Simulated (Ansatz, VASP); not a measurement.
# LiH3 in VASP and in Ansatz

```
Li H
1.0
    -1.97795    1.97795    1.97795
     1.97795   -1.97795    1.97795
     1.97795    1.97795   -1.97795
Li H
1 3
Cartesian
  0.0000 0.0000 0.0000
  1.9780 0.0000 0.0000
  0.0000 1.9780 0.0000
  0.0000 0.0000 1.9780
```

Alike in both runs: task relaxation of cell and atoms; functional PBE; k mesh 6 × 6 × 6; occupations gaussian, width 0.1 eV; no spin polarisation.

|  | VASP | Ansatz |
| --- | --- | --- |
| version | VASP 6.6.1 | Ansatz 0.2.0 |
| potentials or method | VASP PAW PBE potentials, release 64 (Li_sv, H), cutoff 600 eV | scalar-relativistic, plane waves, PAW |
| valence electrons in the cell | 6 | 6 |

|  | VASP | Ansatz | Ansatz less VASP |
| --- | --- | --- | --- |
| gap on the k mesh at the Fermi level, each at its own relaxed structure (eV) | none | none | - |
| relaxed volume (Å³/atom) | 5.64 | 5.53 | -0.108 |
| relaxed cell length with the largest relative difference (Å) | 3.083 | 3.064 | -0.0198 |

A gap of «none» marks a metal or a gap that the smearing closes.

The k mesh is coarse, so the values compare programs but aren't converged. Noted on VASP's run: the cutoff is short for stress, so the pressure is rough; the volume moved by over 15 % at a fixed basis, so the end points are rough.
